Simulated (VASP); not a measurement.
Write the native input for VASP 6.6.1 that does the following.

* Task: single point
* Functional: LDA
* Potentials or basis: VASP PAW LDA potentials, release 64 (Ga_d, P, N)
* Cutoff: 700 eV
* k mesh: 1 × 1 × 1, shifted
* Occupations: methfessel-paxton, width 0.05 eV
* Spin: no spin polarisation
* Dipole correction: no
* Mended: yes
* Further INCAR settings: LREAL = Auto; ALGO = Normal; EDIFF = 1e-06; NBANDS = 86; ISYM = -1

The structure of Ga8P7N lies in POSCAR:

```
Ga8P7N
1.0
   10.6324800000      0.0000000000      0.0000000000
    0.0000000000      5.3162400000      0.0000000000
    0.0000000000      0.0000000000      5.3162400000
Ga P N
8 7 1
Direct
    0.0047770000      0.9960740000      0.0173190000
    0.4961780000      0.9880320000      0.0033080000
    0.2531700000      0.5067550000      0.0036550000
    0.7413510000      0.4903570000      0.9971990000
    0.2406630000      0.9854480000      0.5030280000
    0.7552750000      0.0113520000      0.5098070000
    0.0067180000      0.4952590000      0.4923000000
    0.4878090000      0.4861520000      0.5242040000
    0.1378820000      0.2444680000      0.2365610000
    0.3726320000      0.7460250000      0.2586390000
    0.8724090000      0.7475160000      0.2467420000
    0.3695540000      0.2508780000      0.7495630000
    0.8747490000      0.2222300000      0.7433730000
    0.1338190000      0.7271240000      0.7464780000
    0.6225550000      0.7408520000      0.7342490000
    0.6384190000      0.2336890000      0.2579020000
```

These files were run (other wordings do the same):

INCAR

```
SYSTEM = Ga8P7N
  ALGO = Normal
  EDIFF = 1E-6
  ENCUT = 700
  GGA = CA
  GGA_COMPAT = .FALSE.
  ISIF = 2
  ISMEAR = 1
  ISYM = -1
  LASPH = .TRUE.
  LCHARG = .FALSE.
  LREAL = Auto
  LWAVE = .FALSE.
  NBANDS = 86
  NELM = 120
  PREC = Accurate
  SIGMA = 0.05
```

KPOINTS

```
explicit points
1
Reciprocal
  0.25000000   0.25000000   0.25000000 1
```

Potentials or basis: VASP PAW LDA potentials, release 64 (Ga_d, P, N).

Run with:

```console
$ cat potpaw_LDA.64/Ga_d/POTCAR potpaw_LDA.64/P/POTCAR potpaw_LDA.64/N/POTCAR > POTCAR
$ mpirun -np 1 vasp_std > vasp.out
```

It gave:

The pressure is 1.0 GPa and the largest force is 3.941 eV/Å.

Caveat: forces of over 1 eV/Å act on the atoms, so gaps and moduli don't describe the material at rest.

It took 110 s on 1 thread of AMD EPYC 7R43 64-Core Processor (Zen 3), with other jobs on the host, peak memory 0.33 GiB.
